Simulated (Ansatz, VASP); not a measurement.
## Ru in VASP and in Ansatz

File INCAR:

```
PREC = Accurate ; ENCUT = 520
EDIFF = 1E-6 ; ISMEAR = -1
SIGMA = 0.03 ; LREAL = F
LASPH = T ; NELM = 60
ALGO = Normal ; ISIF = 2
LWAVE = F ; LCHARG = F
GGA = PS ; NBANDS = 21
```

KPOINTS

```
regular mesh
0
Gamma
  14 14 8
```

File POSCAR:

```
Ru
1.0
    2.7328573275      0.0000000000      0.0000000000
   -1.3664286638      2.3667238706      0.0000000000
    0.0000000000      0.0000000000      4.2819000000
Ru
2
Direct
    0.3333333333      0.6666666667      0.2500000000
    0.6666666667      0.3333333333      0.7500000000
```

Input for Ansatz:

```yaml
crystal:
  lattice:
    - [2.7328573275, 0.0, 0.0]
    - [-1.3664286638, 2.3667238706, 0.0]
    - [0.0, 0.0, 4.2819]
  atoms:
    - { symbol: Ru, position: [0.3333333333, 0.6666666667, 0.25] }
    - { symbol: Ru, position: [0.6666666667, 0.3333333333, 0.75] }
kpoints:
  mp_grid: { grid: [14, 14, 8] }
  band_path:
    path:
      - [0.0, 0.0, 0.0]
      - [0.5, 0.0, 0.0]
      - [0.3333333333, 0.3333333333, 0.0]
      - [0.0, 0.0, 0.0]
      - [0.0, 0.0, 0.5]
      - [0.5, 0.0, 0.5]
      - [0.3333333333, 0.3333333333, 0.5]
      - [0.0, 0.0, 0.5]
      - [0.5, 0.0, 0.5]
    npoints: 5
scf:
  occupations: { method: fermi_dirac, width: 0.03 }
hamiltonian:
  xc: pbesol
  pseudopotentials: { kind: all_electron, lapw: { basis_error: 0.0005 } }
output:
  forces: true
  stress: true
  eigenvalues: true
```

Change from the starting cell: equal xx and yy strain of +1 %.

Alike in both runs: task single point; functional PBEsol; k mesh 14 × 14 × 8; occupations fermi-dirac, width 0.03 eV; no spin polarisation.

|  | VASP | Ansatz |
| --- | --- | --- |
| version | VASP 6.6.1 | Ansatz 0.2.0 |
| potentials or method | VASP PAW PBE potentials, release 64 (Ru_pv), cutoff 520 eV | all-electron LAPW, scalar-relativistic |

VASP gave:

- pressure (GPa): -12.2
- traceless stress, the component that is largest in VASP (GPa): 1.34

Task: Which values does Ansatz return?

Result: Pressure (GPa): -12.1; traceless stress, the component that is largest in VASP (GPa): 1.32.

VASP's potentials were made for PBE, not for PBEsol. Ansatz ran all-electron here, and VASP with PAW potentials.
